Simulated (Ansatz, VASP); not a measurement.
**Sn: VASP beside Ansatz**

Contents of INCAR:

```
SYSTEM = Sn
ALGO = Normal
EDIFF = 1E-7
ENCUT = 520
GGA = PS
ISIF = 2
ISMEAR = -1
LASPH = .True.
LCHARG = .False.
LREAL = .False.
LWAVE = .False.
NBANDS = 21
NELM = 100
PREC = Accurate
SIGMA = 0.05
```

Contents of KPOINTS:

```
k-points
0
Gamma
  12 12 12
  0 0 0
```

File POSCAR:

```
Sn
1.0
   -2.9401404553      2.9401404553      1.5993019889
    2.9401404553     -2.9401404553      1.5993019889
    2.9401404553      2.9401404553     -1.5993019889
Sn
2
Direct
    0.7500000000      0.2500000000      0.5000000000
    0.0000000000      0.0000000000      0.0000000000
```

Input for Ansatz:

```yaml
crystal:
  lattice:
    - [-2.9401404553, 2.9401404553, 1.5993019889]
    - [2.9401404553, -2.9401404553, 1.5993019889]
    - [2.9401404553, 2.9401404553, -1.5993019889]
  atoms:
    - { symbol: Sn, position: [0.75, 0.25, 0.5] }
    - { symbol: Sn, position: [0.0, 0.0, 0.0] }
kpoints:
  mp_grid: { grid: [12, 12, 12] }
  band_path:
    path:
      - [0.0, 0.0, 0.0]
      - [0.0, 0.0, 0.5]
      - [-0.5, 0.5, 0.5]
      - [0.0, 0.0, 0.0]
      - [0.3239715651, 0.3239715651, -0.3239715651]
      - [-0.3239715651, 0.6760284349, 0.3239715651]
      - [-0.5, 0.5, 0.5]
      - [0.0, 0.0, 0.5]
      - [0.25, 0.25, 0.25]
    npoints: 5
scf:
  occupations: { method: fermi_dirac, width: 0.05 }
hamiltonian:
  xc: pbesol
  pseudopotentials: { kind: all_electron, lapw: { basis_error: 0.00025 } }
output:
  forces: true
  stress: true
  eigenvalues: true
```

Alike in both runs: task single point; functional PBEsol; k mesh 12 × 12 × 12; occupations fermi-dirac, width 0.05 eV; no spin polarisation.

```csv
,VASP,Ansatz
version,VASP 6.6.1,Ansatz 0.2.0
potentials or method,"VASP PAW PBE potentials, release 64 (Sn_d), cutoff 520 eV","all-electron LAPW, scalar-relativistic"
```

Ansatz gave:

* pressure (GPa): -1.5

Question: What did VASP give for the same quantities?

Answer: Pressure (GPa): -1.6.

VASP's potentials were made for PBE, not for PBEsol. Ansatz ran all-electron here, and VASP with PAW potentials.
